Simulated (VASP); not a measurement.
# Re (P6_3/mmc) in VASP: notebook, part 2 of 2

VASP 6.6.1.

## (3) Single point, PBE

This run uses another cell than the first one, of 14.22 Å³/atom.

Input file INCAR:

```
PREC = Accurate
ENCUT = 520
EDIFF = 1E-6
ISMEAR = -1
SIGMA = 0.01
LREAL = F
LASPH = T
NELM = 80
ALGO = Normal
ISIF = 2
LWAVE = F
LCHARG = T
GGA = PE
LELF = T
LVHAR = T
NBANDS = 22
```

Input file KPOINTS:

```
regular mesh
0
Gamma
  10 10 3
```

Input file POSCAR:

```
Re
1.0
    2.7289988087      0.0000000000      0.0000000000
   -1.3644998976      2.3633828686      0.0000000000
    0.0000000000      0.0000000000      8.8180349878
Re
4
Direct
    0.0000000000      0.0000000000      0.0000000000
    0.3333333333      0.6666666667      0.2500000000
    0.0000000000      0.0000000000      0.5000000000
    0.6666666667      0.3333333333      0.7500000000
```

Potentials or basis: VASP PAW PBE potentials, release 64 (Re).

Launch:

```sh
cat potpaw_PBE.64/Re/POTCAR > POTCAR
mpirun -np 1 vasp_std > vasp.out
```

OUTCAR:

```text
PREC = Accurate
   ENCUT = 520
   EDIFF = 1E-6
   ISMEAR = -1
   LREAL = F
   LASPH = T
   NELM = 80
   ISIF = 2
   GGA = PE

 ion  position               nearest neighbor table
   1  0.000  0.000  0.000-   4 2.71   2 2.71   4 2.71   2 2.71   4 2.71   2 2.71
   2  0.333  0.667  0.250-   1 2.71   3 2.71   1 2.71   3 2.71   1 2.71   3 2.71
   3  0.000  0.000  0.500-   4 2.71   2 2.71   4 2.71   2 2.71   4 2.71   2 2.71
   4  0.667  0.333  0.750-   1 2.71   3 2.71   1 2.71   3 2.71   1 2.71   3 2.71

  LATTYP: Found a hexagonal cell.
 ALAT       =     2.7289988087
 C/A-ratio  =     3.2312344585

  Lattice vectors:

 A1 = (   2.7289988087,   0.0000000000,   0.0000000000)
 A2 = (  -1.3644998976,   2.3633828686,   0.0000000000)
 A3 = (   0.0000000000,   0.0000000000,   8.8180349878)

Analysis of symmetry for initial positions (statically):
=====================================================================
 Subroutine PRICEL returns:
 Original cell was already a primitive cell.

 Routine SETGRP: Setting up the symmetry group for a
 hexagonal supercell.

[... 169 lines left out ...]
  energy without entropy =      -49.51953082  energy(sigma->0) =      -49.52018611

 E-fermi :   8.4575     XC(G=0): -13.9197

 val. band max:        8.4514617025   @ k =   0.3000  -0.0000   0.0000
 cond. band min:       8.4740126490   @ k =   0.2000   0.1000   0.0000
 fundamental gap:      0.0225509465
 Fermi energy:         8.4575184258

 k-point     1 :       0.0000    0.0000    0.0000
  band No.  band energies     occupation
      1      -1.7891      2.00000
      2       0.5674      2.00000
      3       0.6871      2.00000
      4       1.4559      2.00000
      5       5.7444      2.00000
      6       5.8484      2.00000
[... 589 lines left out ...]
     21      13.9391      0.00000
     22      14.2267      0.00000

 [... further k-points ...]

------------------------ aborting loop because EDIFF is reached ----------------------------------------

  FORCE on cell =-STRESS in cart. coord.  units (eV):
  Direction    XX          YY          ZZ          XY          YZ          ZX
  --------------------------------------------------------------------------------------
  -------------------------------------------------------------------------------------
  Total        7.2062132      7.2062167      6.8207975     -0.0000015      0.0000000      0.0000000
  in kB      203.0057982    203.0058967    192.1482748     -0.0000424      0.0000000      0.0000000
  external PRESSURE =     199.3866566 kB  Pullay stress =       0.0000000 kB

 VOLUME and BASIS-vectors are now :
 -----------------------------------------------------------------------------
  energy-cutoff  :      520.00
  volume of cell :       56.87
      direct lattice vectors                 reciprocal lattice vectors
     2.728998809  0.000000000  0.000000000     0.366434751  0.211561228  0.000000000
    -1.364499898  2.363382869  0.000000000     0.000000000  0.423122302  0.000000000
     0.000000000  0.000000000  8.818034988     0.000000000  0.000000000  0.113403950

 POSITION                                       TOTAL-FORCE (eV/Angst)
 -----------------------------------------------------------------------------------
      0.00000      0.00000      0.00000        -0.000000      0.000000      0.000000
     -0.00000      1.57559      2.20451         0.000000      0.000000     -0.000000
      0.00000      0.00000      4.40902        -0.000000      0.000000      0.000000
      1.36450      0.78779      6.61353        -0.000000     -0.000000      0.000000
 -----------------------------------------------------------------------------------
    total drift:                                0.000000     -0.000000      0.000000

  FREE ENERGIE OF THE ION-ELECTRON SYSTEM (eV)
  ---------------------------------------------------
  free  energy   TOTEN  =       -49.5208414051 eV

  energy  without entropy=      -49.5195308243  energy(sigma->0) =      -49.52018611
```

Run time: 44 s. Hardware: 1 thread of Intel Xeon 8259CL, shared host; peak memory 0.18 GiB.

What came out:

```
Free energy            : -49.5208 eV
Pressure               : 19.9 GPa
Band gap on the k mesh : zero (bands 14 and 15 overlap by 2.66 eV)
```

Caveat: the cell stands under pressure; spin-orbit coupling is left out, which moves the levels of the heavy elements.

## (4) Single point, PBE

This run uses another cell than the first one, of 14.51 Å³/atom.

Input file INCAR:

```
  PREC = Accurate
  ENCUT = 520
  EDIFF = 1E-7
  ISMEAR = -1
  SIGMA = 0.01
  LREAL = F
  LASPH = T
  NELM = 60
  ALGO = Normal
  ISIF = 2
  LWAVE = F
  LCHARG = T
  GGA = PE
  LELF = T
  LVHAR = T
  NBANDS = 22
```

Input file KPOINTS:

```
Automatic mesh
0
Gamma
  10 10 3
```

Input file POSCAR:

```
Re
1.0
    2.7478200849      0.0000000000      0.0000000000
   -1.3739105391      2.3796825759      0.0000000000
    0.0000000000      0.0000000000      8.8788509440
Re
4
Direct
    0.0000000000      0.0000000000      0.0000000000
    0.3333333333      0.6666666667      0.2500000000
    0.0000000000      0.0000000000      0.5000000000
    0.6666666667      0.3333333333      0.7500000000
```

Launch:

```sh
cat potpaw_PBE.64/Re/POTCAR > POTCAR
mpirun -np 1 vasp_std > vasp.out
```

Wall time 51 s (1 thread of Intel Xeon 8259CL, shared host); peak memory 0.18 GiB.

Results (log left out):

```yaml
Free_energy: -49.6351 eV
Pressure: 10.9 GPa
Band_gap_on_the_k_mesh: zero (bands 14 and 15 overlap by 2.56 eV)
```

Stress tensor (GPa, compression positive):
```
11.22  0.00  0.00
 0.00 11.22  0.00
 0.00  0.00 10.14
```

Levels at points of the mesh, in eV from the Fermi level:
```tsv
k point	band 10	band 11	band 12	band 13	band 14	band 15	band 16	band 17	band 18	band 19
(0.00, 0.00, 0.00)	-2.01	-1.73	-1.27	-1.27	-1.20	-1.20	0.49	0.60	0.60	1.49
(0.50, 0.00, 0.00)	-2.13	-0.87	0.26	0.28	1.15	2.11	3.95	3.96	4.08	4.24
```

Caveat: the cell stands under pressure; spin-orbit coupling is left out, which moves the levels of the heavy elements.

## (5) Single point, PBE

This run uses another cell than the first one, of 14.81 Å³/atom.

Input file INCAR:

```
SYSTEM = Re
ALGO = Normal ; EDIFF = 1E-6
ENCUT = 520 ; GGA = PE
ISIF = 2 ; ISMEAR = -1
LASPH = .True. ; LCHARG = .False.
LREAL = .False. ; LWAVE = .False.
NBANDS = 22 ; NELM = 100
PREC = Accurate ; SIGMA = 0.01
```

Input file KPOINTS:

```
k-points
0
Gamma
  10 10 3
  0 0 0
```

Input file POSCAR:

```
Re
1.0
    2.7663870000      0.0000000000      0.0000000000
   -1.3831940000      2.3957620000      0.0000000000
    0.0000000000      0.0000000000      8.9388450000
Re
4
Direct
    0.0000000000      0.0000000000      0.0000000000
    0.3333333333      0.6666666667      0.2500000000
    0.0000000000      0.0000000000      0.5000000000
    0.6666666667      0.3333333333      0.7500000000
```

Potentials or basis: VASP PAW PBE potentials, release 64 (Re).

Launch:

```sh
cat potpaw_PBE.64/Re/POTCAR > POTCAR
mpirun -np 1 vasp_std > vasp.out
```

OUTCAR:

```text
SYSTEM = Re
   EDIFF = 1E-6
   ENCUT = 520
   GGA = PE
   ISIF = 2
   ISMEAR = -1
   LASPH = .True.
   LREAL = .False.
   NELM = 100
   PREC = Accurate

 ion  position               nearest neighbor table
   1  0.000  0.000  0.000-   4 2.75   2 2.75   4 2.75   2 2.75   4 2.75   2 2.75
   2  0.333  0.667  0.250-   1 2.75   3 2.75   1 2.75   3 2.75   1 2.75   3 2.75
   3  0.000  0.000  0.500-   4 2.75   2 2.75   4 2.75   2 2.75   4 2.75   2 2.75
   4  0.667  0.333  0.750-   1 2.75   3 2.75   1 2.75   3 2.75   1 2.75   3 2.75

  LATTYP: Found a hexagonal cell.
 ALAT       =     2.7663870000
 C/A-ratio  =     3.2312344585
[... 800 lines left out ...]
  --------------------------------------------------------------------------------------
  -------------------------------------------------------------------------------------
  Total        1.1299933      1.1299939      0.7547356     -0.0000002      0.0000000      0.0000000
  in kB       30.5596554     30.5596703     20.4111471     -0.0000064      0.0000000      0.0000000
  external PRESSURE =      27.1768243 kB  Pullay stress =       0.0000000 kB

 VOLUME and BASIS-vectors are now :
 -----------------------------------------------------------------------------
  energy-cutoff  :      520.00
  volume of cell :       59.24
      direct lattice vectors                 reciprocal lattice vectors
     2.766387000  0.000000000  0.000000000     0.361482323  0.208701941  0.000000000
    -1.383194000  2.395762000  0.000000000     0.000000000  0.417403732  0.000000000
     0.000000000  0.000000000  8.938845000     0.000000000  0.000000000  0.111871276

 POSITION                                       TOTAL-FORCE (eV/Angst)
 -----------------------------------------------------------------------------------
      0.00000      0.00000      0.00000         0.000000     -0.000000      0.000000
     -0.00000      1.59717      2.23471        -0.000000     -0.000000     -0.000000
      0.00000      0.00000      4.46942         0.000000     -0.000000      0.000000
      1.38319      0.79859      6.70413         0.000000      0.000000      0.000000
 -----------------------------------------------------------------------------------
    total drift:                               -0.000000      0.000000      0.000000

  FREE ENERGIE OF THE ION-ELECTRON SYSTEM (eV)
  ---------------------------------------------------
  free  energy   TOTEN  =       -49.6855740315 eV

  energy  without entropy=      -49.6847942923  energy(sigma->0) =      -49.68518416
```

stdout:

```text
POSCAR found type information on POSCAR Re
 POSCAR found :  1 types and       4 ions
 scaLAPACK will be used
 LDA part: xc-table for (Slater+PW92), standard interpolation
 POSCAR, INCAR and KPOINTS ok, starting setup
 FFT: planning ... GRIDC
 FFT: planning ... GRID_SOFT
 FFT: planning ... GRID
 WAVECAR not read
 entering main loop
```

Wall time 50 s (1 thread of Intel Xeon 8259CL, shared host); peak memory 0.2 GiB.

Results:

```
Free energy            : -49.6856 eV
Pressure               : 2.7 GPa
Band gap on the k mesh : zero (bands 14 and 15 overlap by 2.46 eV)
```

Stress tensor (GPa, compression positive):
```
3.06 0.00 0.00
0.00 3.06 0.00
0.00 0.00 2.04
```

Levels at points of the mesh, in eV from the Fermi level:
| k point | band 10 | band 11 | band 12 | band 13 | band 14 | band 15 | band 16 | band 17 | band 18 | band 19 |
| --- | --- | --- | --- | --- | --- | --- | --- | --- | --- | --- |
| (0.00, 0.00, 0.00) | -1.95 | -1.68 | -1.23 | -1.23 | -1.16 | -1.16 | 0.44 | 0.58 | 0.58 | 1.45 |
| (0.50, 0.00, 0.00) | -2.07 | -0.86 | 0.25 | 0.27 | 1.10 | 2.03 | 3.83 | 3.83 | 3.96 | 4.11 |

Caveat: spin-orbit coupling is left out, which moves the levels of the heavy elements.

## (6) Summary

```tsv
cell	gap on the mesh (eV)	pressure (GPa)
a = 2.710, b = 2.710, c = 8.756 Å, angles 90.0, 90.0, 120.0°, 4 atoms	none	30.1
a = 2.729, b = 2.729, c = 8.818 Å, angles 90.0, 90.0, 120.0°, 4 atoms	none	19.9
a = 2.748, b = 2.748, c = 8.879 Å, angles 90.0, 90.0, 120.0°, 4 atoms	none	10.9
a = 2.766, b = 2.766, c = 8.939 Å, angles 90.0, 90.0, 120.0°, 4 atoms	none	2.7
```

Alike in all rows: task single point; level PBE; potentials or basis VASP PAW PBE potentials, release 64 (Re); no spin polarisation; k mesh 10 × 10 × 3; cutoff (eV) 520; smearing fermi-dirac 0.01 eV.

Caveats: spin-orbit coupling is left out, which moves the levels of the heavy elements; the cell stands under pressure (at least some runs).

Absolute energies hang on the potentials; compare differences alone.
